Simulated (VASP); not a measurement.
Here is a VASP 6.6.1 calculation.

Contents of INCAR:

```
PREC = Accurate ; ENCUT = 500
EDIFF = 1E-6 ; ISMEAR = -1
SIGMA = 0.08 ; LREAL = F
LASPH = T ; NELM = 120
ALGO = Normal ; ISIF = 2
LWAVE = F ; LCHARG = F
NBANDS = 14 ; GGA_COMPAT = F
```

KPOINTS

```
Automatic mesh
0
Gamma
  14 14 14
```

Contents of POSCAR:

```
PIr
1.0
    0.0000000000      2.1543797938      2.1543797938
    2.1543797938      0.0000000000      2.1543797938
    2.1543797938      2.1543797938      0.0000000000
Ir P
1 1
Direct
    0.0000000000      0.0000000000      0.0000000000
    0.5000000000      0.5000000000      0.5000000000
```

Potentials or basis: VASP PAW LDA potentials, release 64 (Ir, P).

Launch:

```bash
$ cat potpaw_LDA.64/Ir/POTCAR potpaw_LDA.64/P/POTCAR > POTCAR
$ mpirun -np 1 vasp_std > vasp.out
```

**Question.** Estimate the band gap on the k mesh.

**Answer.** Zero (band 7 reaches 17.47 eV, above the bottom of band 8 at 14.80 eV).

**Question.** Estimate the pressure.

**Answer.** 201.5 GPa.

Caveat: spin-orbit coupling is left out, which moves the levels of the heavy elements.
